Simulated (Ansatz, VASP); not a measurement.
# Y3Mg2I2: VASP beside Ansatz

```
Y Mg I
1.0
     4.76179    0.00000    0.00000
    -2.38089    4.12383    0.00000
     0.00000    0.00000   10.98026
Y Mg I
3 2 2
Direct
  0.00000 0.00000 0.83108
  0.00000 0.00000 0.16892
  0.00000 0.00000 0.50000
  0.33333 0.66667 0.99011
  0.66667 0.33333 0.00989
  0.33333 0.66667 0.35250
  0.66667 0.33333 0.64750
```

Change from the starting cell: the structure that the rattled cell fell into.

Alike in both runs: task single point; functional PBE; k mesh 6 × 6 × 2; occupations gaussian, width 0.1 eV; no spin polarisation.

|  | VASP | Ansatz |
| --- | --- | --- |
| version | VASP 6.6.1 | Ansatz 0.2.0 |
| potentials or method | VASP PAW PBE potentials, release 64 (Y_sv, Mg, I), cutoff 520 eV | scalar-relativistic, plane waves, PAW |
| valence electrons in the cell | 51 | 87 |

VASP gave:

| Quantity | Value |
| --- | --- |
| gap on the k mesh at the Fermi level (eV) | none |
| pressure (GPa) | 0.0 |
| traceless stress, the component that is largest in VASP (GPa) | -0.05 |
| rms of the force components (eV/Å) | 0.012 |

Question: Estimate Ansatz's values.

Answer: gap on the k mesh at the Fermi level (eV): none; pressure (GPa): 0.0; traceless stress, the component that is largest in VASP (GPa): -0.04; rms of the force components (eV/Å): 0.011.

Atom by atom the forces differ by 0.001 eV/Å (rms over components). A gap of «none» marks a metal or a gap that the smearing closes. The functional is the same, so the differences come from potentials, cutoffs and numerics. VASP's potentials hold 51 valence electrons a cell and Ansatz's 87, so a difference there can come from the potentials and not from the codes.

Spin-orbit coupling is off throughout.
